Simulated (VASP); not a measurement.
# V (Fd-3m) in VASP: notebook

Runs on V. Level: PBE. Tasks: single point.

Everything below comes from runs of VASP 6.6.1. Logs are shortened: lines on timing, memory, paths and dates and some standing lists are left out, and cuts for length are marked.

## Step 1: The cell of the first run

It takes space group Fd-3m (No. 227, cubic). Conventional cell: a = 4.067 Å, b = 4.067 Å, c = 4.067 Å, α = 90.00°, β = 90.00°, γ = 90.00°. V (site symmetry -43m) has 4 V at 1.76 Å within 2.3 Å.

## Step 2: Single point, PBE (volume scaled by 0.45)

File INCAR:

```
ALGO = Normal
EDIFF = 1E-6
ENCUT = 520
GGA = PE
ISIF = 2
ISMEAR = -1
LASPH = T
LCHARG = F
LREAL = F
LWAVE = F
NBANDS = 20
NELM = 100
PREC = Accurate
SIGMA = 0.08
```

File KPOINTS:

```
k-points
0
Gamma
  14 14 14
```

File POSCAR:

```
V
1.0
    0.0000000000      2.0332668825      2.0332668825
    2.0332668825      0.0000000000      2.0332668825
    2.0332668825      2.0332668825      0.0000000000
V
2
Direct
   -0.1250000000     -0.1250000000     -0.1250000000
    0.1250000000      0.1250000000      0.1250000000
```

Potentials or basis: VASP PAW PBE potentials, release 64 (V_sv).

Started as:

```console
> cat potpaw_PBE.64/V_sv/POTCAR > POTCAR
> mpirun -np 1 vasp_std > vasp.out
```

OUTCAR:

```text
EDIFF = 1E-6
   ENCUT = 520
   GGA = PE
   ISIF = 2
   ISMEAR = -1
   LASPH = T
   LREAL = F
   NELM = 100
   PREC = Accurate

 ion  position               nearest neighbor table
   1  0.875  0.875  0.875-   2 1.76   2 1.76   2 1.76   2 1.76
   2  0.125  0.125  0.125-   1 1.76   1 1.76   1 1.76   1 1.76

  LATTYP: Found a face centered cubic cell.
 ALAT       =     4.0665337650

  Lattice vectors:

 A1 = (   0.0000000000,   2.0332668825,   2.0332668825)
 A2 = (   2.0332668825,   0.0000000000,   2.0332668825)
 A3 = (   2.0332668825,   2.0332668825,   0.0000000000)

Analysis of symmetry for initial positions (statically):
=====================================================================
 Subroutine PRICEL returns:
 Original cell was already a primitive cell.

 Routine SETGRP: Setting up the symmetry group for a
 face centered cubic supercell.

 Subroutine GETGRP returns: Found 48 space group operations
 (whereof 12 operations were pure point group operations)
 out of a pool of 48 trial point group operations.

The static configuration has the point symmetry D_3d.
 The point group associated with its full space group is O_h .

Analysis of symmetry for dynamics (positions and initial velocities):
=====================================================================
 Subroutine PRICEL returns:
 Original cell was already a primitive cell.

 Routine SETGRP: Setting up the symmetry group for a
 face centered cubic supercell.

 Subroutine GETGRP returns: Found 48 space group operations
 (whereof 12 operations were pure point group operations)
 out of a pool of 48 trial point group operations.

The dynamic configuration has the point symmetry D_3d.
 The point group associated with its full space group is O_h .

 Subroutine INISYM returns: Found 48 space group operations
 (whereof 12 operations are pure point group operations),
 and found     1 'primitive' translations

----------------------------------------------------------------------------------------

                                     Primitive cell

  volume of cell :      16.8118

  direct lattice vectors                    reciprocal lattice vectors
     0.000000000  2.033266882  2.033266882    -0.245909676  0.245909676  0.245909676
     2.033266882  0.000000000  2.033266882     0.245909676 -0.245909676  0.245909676
     2.033266882  2.033266882  0.000000000     0.245909676  0.245909676 -0.245909676

  length of vectors
     2.875473601  2.875473601  2.875473601     0.425928053  0.425928053  0.425928053

  position of ions in fractional coordinates (direct lattice)
     0.875000000  0.875000000  0.875000000
     0.125000000  0.125000000  0.125000000

  ion indices of the primitive-cell ions
   primitive index   ion index
                 1           1
                 2           2

----------------------------------------------------------------------------------------

 KPOINTS: k-points

Automatic generation of k-mesh.
 Grid dimensions read from file:
 generate k-points for:   14   14   14

 Generating k-lattice:

  Cartesian coordinates                     Fractional coordinates (reciprocal lattice)
    -0.017564977  0.017564977  0.017564977     0.071428571  0.000000000  0.000000000
     0.017564977 -0.017564977  0.017564977     0.000000000  0.071428571  0.000000000
     0.017564977  0.017564977 -0.017564977     0.000000000  0.000000000  0.071428571

  Length of vectors
     0.030423432  0.030423432  0.030423432

  Shift w.r.t. Gamma in fractional coordinates (k-lattice)
     0.000000000  0.000000000  0.000000000

 Subroutine IBZKPT returns following result:
 ===========================================

 Found    104 irreducible k-points:

 Following reciprocal coordinates:
            Coordinates               Weight
  0.000000  0.000000  0.000000      1.000000
  0.071429  0.000000  0.000000      8.000000
  0.142857  0.000000  0.000000      8.000000
  0.214286  0.000000  0.000000      8.000000
  0.285714  0.000000  0.000000      8.000000
  0.357143  0.000000  0.000000      8.000000
[... 16 lines left out ...]
  0.214286  0.142857  0.000000     24.000000
  0.285714  0.142857  0.000000     24.000000
 [... further k-points ...]
   k-points           NKPTS =    104   k-points in BZ     NKDIM =    104   number of bands    NBANDS=     20
   number of dos      NEDOS =    301   number of ions     NIONS =      2
   total plane-waves  NPLWV =  13824
   dimension x,y,z NGX =    24 NGY =   24 NGZ =   24
   dimension x,y,z NGXF=    48 NGYF=   48 NGZF=   48
   ions per type =               2
   NGX,Y,Z   is equivalent  to a cutoff of  13.88, 13.88, 13.88 a.u.
   NGXF,Y,Z  is equivalent  to a cutoff of  27.75, 27.75, 27.75 a.u.
 SYSTEM =  unknown system
   PREC   = accura    normal or accurate (medium, high low for compatibility)
   ISTART =      0    job   : 0-new  1-cont  2-samecut
   ICHARG =      2    charge: 1-file 2-atom 10-const
   ISPIN  =      1    spin polarized calculation?
[... 79 lines left out ...]
      6     -18.4832      2.00000
[... 12 lines left out ...]
     19      25.3681      0.00000
     20      33.3175      0.00000

 k-point     3 :       0.1429    0.0000    0.0000
  band No.  band energies     occupation
      1     -49.1578      2.00000
      2     -43.6986      2.00000
      3     -23.0124      2.00000
      4     -23.0124      2.00000
      5     -22.8882      2.00000
      6     -18.3746      2.00000
[... 12 lines left out ...]
     19      25.3353      0.00000
     20      32.3610      0.00000

 k-point     4 :       0.2143    0.0000    0.0000
  band No.  band energies     occupation
      1     -48.9413      2.00000
      2     -44.0048      2.00000
      3     -23.1629      2.00000
      4     -23.1629      2.00000
      5     -22.9337      2.00000
      6     -18.1986      2.00000
[... 12 lines left out ...]
     19      25.2553      0.00000
     20      31.7725      0.00000

 k-point     5 :       0.2857    0.0000    0.0000
  band No.  band energies     occupation
      1     -48.6677      2.00000
      2     -44.3761      2.00000
      3     -23.3171      2.00000
      4     -23.3171      2.00000
      5     -22.9988      2.00000
      6     -17.9791      2.00000
[... 12 lines left out ...]
     19      25.1019      0.00000
     20      31.0907      0.00000

 k-point     6 :       0.3571    0.0000    0.0000
  band No.  band energies     occupation
      1     -48.3765      2.00000
      2     -44.7536      2.00000
      3     -23.4466      2.00000
      4     -23.4466      2.00000
      5     -23.0681      2.00000
      6     -17.7619      2.00000
[... 12 lines left out ...]
     19      24.8615      0.00000
     20      29.7068      0.00000

 k-point     7 :       0.4286    0.0000    0.0000
  band No.  band energies     occupation
      1     -48.1355      2.00000
      2     -45.0535      2.00000
      3     -23.5318      2.00000
      4     -23.5318      2.00000
      5     -23.1210      2.00000
      6     -17.6402      2.00000
[... 12 lines left out ...]
     19      24.5710      0.00000
     20      27.9535      0.00000
[... 277 lines left out ...]
 k-point    20 :      -0.1429    0.0714    0.0000
  band No.  band energies     occupation
      1     -49.0531      2.00000
      2     -43.8480      2.00000
      3     -23.2520      2.00000
      4     -23.0290      2.00000
      5     -22.7892      2.00000
      6     -18.4161      2.00000
[... 12 lines left out ...]
     19      25.6339      0.00000
     20      32.0834      0.00000

 k-point    21 :      -0.0714    0.0714    0.0000
  band No.  band energies     occupation
      1     -49.2179      2.00000
      2     -43.6116      2.00000
      3     -23.0530      2.00000
      4     -22.9277      2.00000
      5     -22.8227      2.00000
      6     -18.4817      2.00000
[... 12 lines left out ...]
     19      25.5355      0.00000
     20      32.6609      0.00000

 k-point    22 :       0.1429    0.1429    0.0000
  band No.  band energies     occupation
      1     -49.0930      2.00000
      2     -43.7912      2.00000
      3     -23.2068      2.00000
      4     -23.2068      2.00000
      5     -22.5487      2.00000
      6     -18.7379      2.00000
[... 12 lines left out ...]
     19      25.7909      0.00000
     20      31.9618      0.00000

 k-point    23 :       0.2143    0.1429    0.0000
  band No.  band energies     occupation
      1     -48.9281      2.00000
      2     -44.0226      2.00000
      3     -23.3759      2.00000
      4     -23.3644      2.00000
      5     -22.4237      2.00000
      6     -18.7930      2.00000
[... 12 lines left out ...]
     19      25.8368      0.00000
     20      31.6246      0.00000

 k-point    24 :       0.2857    0.1429    0.0000
  band No.  band energies     occupation
      1     -48.6902      2.00000
      2     -44.3453      2.00000
      3     -23.5803      2.00000
      4     -23.5165      2.00000
      5     -22.3385      2.00000
      6     -18.7578      2.00000
[... 12 lines left out ...]
     19      25.7728      0.00000
     20      31.4767      0.00000

 [... further k-points ...]

------------------------ aborting loop because EDIFF is reached ----------------------------------------

  FORCE on cell =-STRESS in cart. coord.  units (eV):
  Direction    XX          YY          ZZ          XY          YZ          ZX
  --------------------------------------------------------------------------------------
  -------------------------------------------------------------------------------------
  Total       34.0932587     34.0932587     34.0932587      0.0000000      0.0000000      0.0000000
  in kB     3249.1214096   3249.1214096   3249.1214096      0.0000000      0.0000000      0.0000000
  external PRESSURE =    3249.1214096 kB  Pullay stress =       0.0000000 kB

 VOLUME and BASIS-vectors are now :
 -----------------------------------------------------------------------------
  energy-cutoff  :      520.00
  volume of cell :       16.81
      direct lattice vectors                 reciprocal lattice vectors
     0.000000000  2.033266882  2.033266882    -0.245909676  0.245909676  0.245909676
     2.033266882  0.000000000  2.033266882     0.245909676 -0.245909676  0.245909676
     2.033266882  2.033266882  0.000000000     0.245909676  0.245909676 -0.245909676

 POSITION                                       TOTAL-FORCE (eV/Angst)
 -----------------------------------------------------------------------------------
      3.55822      3.55822      3.55822        -0.000000      0.000000     -0.000000
      0.50832      0.50832      0.50832         0.000000     -0.000000      0.000000
 -----------------------------------------------------------------------------------
    total drift:                                0.000000      0.000000      0.000000

  FREE ENERGIE OF THE ION-ELECTRON SYSTEM (eV)
  ---------------------------------------------------
  free  energy   TOTEN  =        -3.7091862556 eV

  energy  without entropy=       -3.6767688165  energy(sigma->0) =       -3.69297754
```

Wall time 11 s (1 thread of Intel Xeon 6975P-C, shared host); peak memory 0.15 GiB.

What came out:

| Quantity | Value |
| --- | --- |
| Free energy | -3.7092 eV |
| Pressure | 324.9 GPa |
| Band gap on the k mesh | zero (band 13 reaches 18.59 eV, above the bottom of band 14 at 15.64 eV) |

## Step 3: Single point, PBE (volume scaled by 0.6)

File INCAR:

```
  PREC = Accurate
  ENCUT = 520
  EDIFF = 1E-7
  ISMEAR = -1
  SIGMA = 0.08
  LREAL = F
  LASPH = T
  NELM = 60
  ALGO = Normal
  ISIF = 2
  LWAVE = F
  LCHARG = F
  GGA = PE
  NBANDS = 20
```

File KPOINTS:

```
Automatic mesh
0
Gamma
  14 14 14
```

File POSCAR:

```
V
1.0
    0.0000000000      2.2378997745      2.2378997745
    2.2378997745      0.0000000000      2.2378997745
    2.2378997745      2.2378997745      0.0000000000
V
2
Direct
   -0.1250000000     -0.1250000000     -0.1250000000
    0.1250000000      0.1250000000      0.1250000000
```

Potentials or basis: VASP PAW PBE potentials, release 64 (V_sv).

Started as:

```console
> cat potpaw_PBE.64/V_sv/POTCAR > POTCAR
> mpirun -np 1 vasp_std > vasp.out
```

Wall time 12 s (1 thread of Intel Xeon 6975P-C, shared host); peak memory 0.16 GiB.

It converged, with:

```yaml
Free_energy: -10.3177 eV
Pressure: 99.3 GPa
Band_gap_on_the_k_mesh: zero (band 13 reaches 13.69 eV, above the bottom of band 14 at 10.98 eV)
```

Levels at points of the mesh, in eV from the Fermi level:
| k point | band 9 | band 10 | band 11 | band 12 | band 13 | band 14 | band 15 | band 16 | band 17 | band 18 |
| --- | --- | --- | --- | --- | --- | --- | --- | --- | --- | --- |
| (0.00, 0.00, 0.00) | -6.81 | -3.09 | -3.09 | -1.19 | -1.19 | -1.19 | 2.28 | 2.28 | 2.28 | 6.00 |
| (0.50, 0.00, 0.00) | -3.90 | -2.89 | -2.89 | -1.87 | -1.67 | -1.67 | 1.49 | 3.70 | 3.70 | 5.25 |
| (0.50, 0.50, 0.00) | -5.07 | -5.07 | -1.59 | -1.59 | 1.03 | 1.03 | 2.10 | 2.10 | 5.56 | 5.56 |

## Step 4: Single point, PBE (volume scaled by 0.6)

File INCAR:

```
SYSTEM = V
PREC = Accurate
ENCUT = 520
EDIFF = 1E-6
ISMEAR = -1
SIGMA = 0.08
LREAL = .FALSE.
LASPH = .TRUE.
NELM = 100
ALGO = Normal
ISIF = 2
LWAVE = .FALSE.
LCHARG = .TRUE.
GGA = PE
LELF = .TRUE.
LVHAR = .TRUE.
NBANDS = 20
```

File KPOINTS:

```
regular mesh
0
G
  14 14 14
  0 0 0
```

POSCAR is that of step 3.

Started as:

```console
> cat potpaw_PBE.64/V_sv/POTCAR > POTCAR
> mpirun -np 1 vasp_std > vasp.out
```

It took 11 s on 1 thread of Intel Xeon 6975P-C, shared host; peak memory 0.16 GiB.

Results (log left out):

```
Free energy            : -10.3177 eV
Pressure               : 99.3 GPa
Band gap on the k mesh : zero (band 13 reaches 13.69 eV, above the bottom of band 14 at 10.98 eV)
```

Levels at points of the mesh, in eV from the Fermi level:
| k point | band 10 | band 11 | band 12 | band 13 | band 14 | band 15 | band 16 | band 17 |
| --- | --- | --- | --- | --- | --- | --- | --- | --- |
| (0.00, 0.00, 0.00) | -3.09 | -3.09 | -1.19 | -1.19 | -1.19 | 2.28 | 2.28 | 2.28 |
| (0.50, 0.00, 0.00) | -2.89 | -2.89 | -1.87 | -1.67 | -1.67 | 1.49 | 3.69 | 3.69 |
| (0.50, 0.50, 0.00) | -5.07 | -1.59 | -1.59 | 1.03 | 1.03 | 2.10 | 2.10 | 5.56 |

## Step 5: Single point, PBE (volume scaled by 0.68)

File INCAR:

```
SYSTEM = V
ALGO     = Normal         ! electronic algorithm
EDIFF    = 1E-6           ! SCF threshold, eV
ENCUT    = 520            ! plane-wave cutoff, eV
GGA      = PE             ! functional
ISIF     = 2              ! what is computed and relaxed
ISMEAR   = -1             ! smearing method
LASPH    = .TRUE.         ! aspherical terms in the spheres
LCHARG   = .FALSE.        ! write CHGCAR
LREAL    = .FALSE.        ! projectors in reciprocal space
LWAVE    = .FALSE.        ! write WAVECAR
NBANDS   = 20             ! bands
NELM     = 60             ! most SCF steps
PREC     = Accurate       ! precision mode
SIGMA    = 0.08           ! smearing width, eV
```

File KPOINTS:

```
k-points
0
G
  14 14 14
  0 0 0
```

File POSCAR:

```
V
1.0
    0.0000000000      2.3332423646      2.3332423646
    2.3332423646      0.0000000000      2.3332423646
    2.3332423646      2.3332423646      0.0000000000
V
2
Direct
   -0.1250000000     -0.1250000000     -0.1250000000
    0.1250000000      0.1250000000      0.1250000000
```

Started as:

```console
> cat potpaw_PBE.64/V_sv/POTCAR > POTCAR
> mpirun -np 1 vasp_std > vasp.out
```

Wall time 22 s (1 thread of Intel Xeon 6975P-C, shared host); peak memory 0.18 GiB.

It converged, with:

| Property | Result |
| --- | --- |
| Free energy | -11.7252 eV |
| Pressure | 55.8 GPa |
| Band gap on the k mesh | zero (band 13 reaches 11.95 eV, above the bottom of band 14 at 9.49 eV) |

Levels at points of the mesh, in eV from the Fermi level:
| k point | band 9 | band 10 | band 11 | band 12 | band 13 | band 14 | band 15 | band 16 | band 17 | band 18 |
| --- | --- | --- | --- | --- | --- | --- | --- | --- | --- | --- |
| (0.00, 0.00, 0.00) | -6.40 | -2.41 | -2.41 | -0.98 | -0.98 | -0.98 | 2.04 | 2.04 | 2.04 | 5.39 |
| (0.50, 0.00, 0.00) | -3.21 | -2.28 | -2.28 | -1.85 | -1.28 | -1.28 | 1.12 | 3.32 | 3.32 | 4.73 |
| (0.50, 0.50, 0.00) | -4.19 | -4.19 | -1.18 | -1.18 | 1.19 | 1.19 | 1.51 | 1.51 | 5.03 | 5.03 |

## Step 6: Single point, PBE (volume scaled by 0.76)

File INCAR:

```
PREC     = Accurate       # precision mode
ENCUT    = 520            # plane-wave cutoff, eV
EDIFF    = 1E-6           # SCF threshold, eV
ISMEAR   = -1             # smearing method
SIGMA    = 0.08           # smearing width, eV
LREAL    = False          # projectors in reciprocal space
LASPH    = True           # aspherical terms in the spheres
NELM     = 80             # most SCF steps
ALGO     = Normal         # electronic algorithm
ISIF     = 2              # what is computed and relaxed
LWAVE    = False          # write WAVECAR
LCHARG   = False          # write CHGCAR
GGA      = PE             # functional
NBANDS   = 20             # bands
```

File KPOINTS:

```
regular mesh
0
Gamma
  14 14 14
```

File POSCAR:

```
V
1.0
    0.0000000000      2.4213714263      2.4213714263
    2.4213714263      0.0000000000      2.4213714263
    2.4213714263      2.4213714263      0.0000000000
V
2
Direct
   -0.1250000000     -0.1250000000     -0.1250000000
    0.1250000000      0.1250000000      0.1250000000
```

Potentials or basis: VASP PAW PBE potentials, release 64 (V_sv).

Started as:

```console
> cat potpaw_PBE.64/V_sv/POTCAR > POTCAR
> mpirun -np 1 vasp_std > vasp.out
```

Run time: 28 s. Hardware: 1 thread of Intel Xeon 6975P-C, shared host; peak memory 0.18 GiB.

Results (log left out):

```yaml
Free_energy: -12.5213 eV
Pressure: 31.6 GPa
Band_gap_on_the_k_mesh: zero (band 13 reaches 10.32 eV, above the bottom of band 14 at 8.26 eV)
```

Levels at points of the mesh, in eV from the Fermi level:
```csv
k point,band 10,band 11,band 12,band 13,band 14,band 15,band 16,band 17
"(0.00, 0.00, 0.00)",-1.92,-1.92,-0.81,-0.81,-0.81,1.88,1.88,1.88
"(0.50, 0.00, 0.00)",-1.85,-1.82,-1.82,-0.99,-0.99,0.84,3.01,3.01
"(0.50, 0.50, 0.00)",-3.51,-0.89,-0.89,1.06,1.06,1.26,1.26,4.58
```

## Step 7: Summary

```tsv
cell	gap on the mesh (eV)	pressure (GPa)
a = 2.875 Å, angles 60.0°, 2 atoms	none	324.9
a = 3.165 Å, angles 60.0°, 2 atoms	none	99.3
a = 3.300 Å, angles 60.0°, 2 atoms	none	55.8
a = 3.424 Å, angles 60.0°, 2 atoms	none	31.6
```

Alike in all rows: task single point; level PBE; potentials or basis VASP PAW PBE potentials, release 64 (V_sv); no spin polarisation; k mesh 14 × 14 × 14; cutoff (eV) 520; smearing fermi-dirac 0.08 eV.

Absolute energies hang on the potentials; compare differences alone.
